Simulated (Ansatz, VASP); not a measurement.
**TaN in VASP and in Ansatz**

INCAR

```
SYSTEM = TaN
ALGO = Normal ; EDIFF = 1E-6
ENCUT = 520 ; GGA = CA
ISIF = 2 ; ISMEAR = -1
LASPH = .True. ; LCHARG = .False.
LREAL = .False. ; LWAVE = .False.
NBANDS = 15 ; NELM = 60
PREC = Accurate ; SIGMA = 0.02
```

File KPOINTS:

```
k-points
0
Gamma
  12 12 10
  0 0 0
```

POSCAR

```
TaN
1.0
    2.8982913036      0.0000000000      0.0000000000
   -1.4491456518      2.5099938965      0.0000000000
    0.0000000000      0.0000000000      2.8440357641
Ta N
1 1
Direct
    0.3333333333      0.6666666667      0.5000000000
    0.0000000000      0.0000000000      0.0000000000
```

Input for Ansatz:

```yaml
crystal:
  lattice:
    - [2.8982913036, 0.0, 0.0]
    - [-1.4491456518, 2.5099938965, 0.0]
    - [0.0, 0.0, 2.8440357641]
  atoms:
    - { symbol: Ta, position: [0.3333333333, 0.6666666667, 0.5] }
    - { symbol: "N", position: [0.0, 0.0, 0.0] }
kpoints:
  mp_grid: { grid: [12, 12, 10] }
  band_path:
    path:
      - [0.0, 0.0, 0.0]
      - [0.5, 0.0, 0.0]
      - [0.3333333333, 0.3333333333, 0.0]
      - [0.0, 0.0, 0.0]
      - [0.0, 0.0, 0.5]
      - [0.5, 0.0, 0.5]
      - [0.3333333333, 0.3333333333, 0.5]
      - [0.0, 0.0, 0.5]
      - [0.5, 0.0, 0.5]
    npoints: 5
scf:
  occupations: { method: fermi_dirac, width: 0.02 }
hamiltonian:
  xc: lda
  pseudopotentials: { kind: all_electron, lapw: { basis_error: 0.00025 } }
output:
  forces: true
  stress: true
  eigenvalues: true
```

Change from the starting cell: volume scaled by 0.96.

Alike in both runs: task single point; functional LDA; k mesh 12 × 12 × 10; occupations fermi-dirac, width 0.02 eV; no spin polarisation.

|  | VASP | Ansatz |
| --- | --- | --- |
| version | VASP 6.6.1 | Ansatz 0.2.0 |
| potentials or method | VASP PAW LDA potentials, release 64 (Ta_pv, N), cutoff 520 eV | all-electron LAPW, scalar-relativistic |

Ansatz gave:

- pressure (GPa): 3.2
- traceless stress, the component that is largest in VASP (GPa): 0.09

Task: What did VASP give for the same quantities?

Result: Pressure (GPa): 5.3; traceless stress, the component that is largest in VASP (GPa): 0.29.

LDA's correlation is that of Perdew and Zunger in VASP and of Perdew and Wang (1992) in Ansatz. Ansatz ran all-electron here, and VASP with PAW potentials.

Spin-orbit coupling is off throughout.
